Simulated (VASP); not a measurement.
Set up this calculation in VASP 6.6.1, as the native input.

- Task: single point
- Functional: LDA
- Potentials or basis: VASP PAW LDA potentials, release 64 (Be)
- Cutoff: 520 eV
- k mesh: 13 × 13 × 8
- Occupations: fermi-dirac, width 0.05 eV
- Spin: no spin polarisation
- Dipole correction: no
- Further INCAR settings: ALGO = Normal; EDIFF = 1e-06; NBANDS = 9

The structure of Be lies in POSCAR:

```
Be
1.0
    2.2544137814      0.0000000000      0.0000000000
   -1.1272068907      1.9523796054      0.0000000000
    0.0000000000      0.0000000000      3.5357589267
Be
2
Direct
    0.6666666667      0.3333333333      0.7500000000
    0.3333333333      0.6666666667      0.2500000000
```

The input as run:

INCAR

```
PREC = Accurate
ENCUT = 520
EDIFF = 1E-6
ISMEAR = -1
SIGMA = 0.05
LREAL = F
LASPH = T
NELM = 60
ALGO = Normal
ISIF = 2
LWAVE = F
LCHARG = F
NBANDS = 9
```

KPOINTS

```
Automatic mesh
0
Gamma
  13 13 8
```

Potentials or basis: VASP PAW LDA potentials, release 64 (Be).

Run with:

```bash
$ cat potpaw_LDA.64/Be/POTCAR > POTCAR
$ mpirun -np 1 vasp_std > vasp.out
```

Results of the run:

| Quantity | Value |
| --- | --- |
| Pressure | -3.3 GPa |
| Band gap on the k mesh | zero (bands 2 and 3 overlap by 1.61 eV) |

Caveat: the cell stands under tension.

Run time: 15 s on 1 thread of Intel Xeon 8259CL, with other jobs on the host, peak memory 0.12 GiB.
